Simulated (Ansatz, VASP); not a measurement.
**One calculation of AlN, two programs**

Contents of POSCAR:

```
AlN
1.0
    0.0000000000      2.2000000000      2.2000000000
    2.2000000000      0.0000000000      2.2000000000
    2.2000000000      2.2000000000      0.0000000000
Al N
1 1
Direct
    0.0000000000      0.0000000000      0.0000000000
    0.2500000000      0.2500000000      0.2500000000
```

INCAR.step1

```
PREC = Accurate
ENCUT = 520
EDIFF = 1E-5
ISMEAR = -1
SIGMA = 0.02
LREAL = False
LASPH = True
NELM = 80
ALGO = Normal
ISIF = 2
LWAVE = True
LCHARG = False
GGA = PE
NBANDS = 11
```

The input INCAR.step2:

```
PREC = Accurate
ENCUT = 520
EDIFF = 1E-7
ISMEAR = -1
SIGMA = 0.02
LREAL = False
LASPH = True
NELM = 80
ALGO = Normal
ISIF = 2
LWAVE = False
LCHARG = False
GGA = PE
LHFCALC = True
HFSCREEN = 0.2079
PRECFOCK = Normal
ISTART = 1
NBANDS = 11
```

The input KPOINTS:

```
Automatic mesh
0
Gamma
  6 6 6
```

Input for Ansatz:

```yaml
crystal:
  lattice:
    - [0, 2.2, 2.2]
    - [2.2, 0, 2.2]
    - [2.2, 2.2, 0]
  atoms:
    - { symbol: Al, position: [0, 0, 0] }
    - { symbol: "N", position: [0.25, 0.25, 0.25] }
kpoints:
  mp_grid: { grid: [6, 6, 6] }
hamiltonian:
  xc: hse06
  pseudopotentials: { kind: paw, source: ansatz }
scf:
  occupations: { method: fermi_dirac, width: 0.02 }
  convergence: { dr2_threshold: "1e-10 eV" }
  exx: { energy_threshold: "2e-8 eV", singularity: regularized }
  n_bands: 24
output:
  forces: true
  stress: true
  eigenvalues: true
```

Alike in both runs: task single point; functional HSE06; k mesh 6 × 6 × 6; occupations fermi-dirac, width 0.02 eV; no spin polarisation.

```csv
,VASP,Ansatz
version,VASP 6.6.1,Ansatz 0.2.0 development build
potentials or method,"VASP PAW PBE potentials, release 64 (Al, N)",plane waves
plane-wave cutoff (eV),520,900
valence electrons in the cell,8,16
```

|  | VASP | Ansatz | Ansatz less VASP |
| --- | --- | --- | --- |
| gap on the k mesh at the Fermi level (eV) | 4.53 | 4.52 | -0.006 |

VASP's potentials hold 8 valence electrons a cell and Ansatz's 16, so a difference there can come from the potentials and not from the codes.
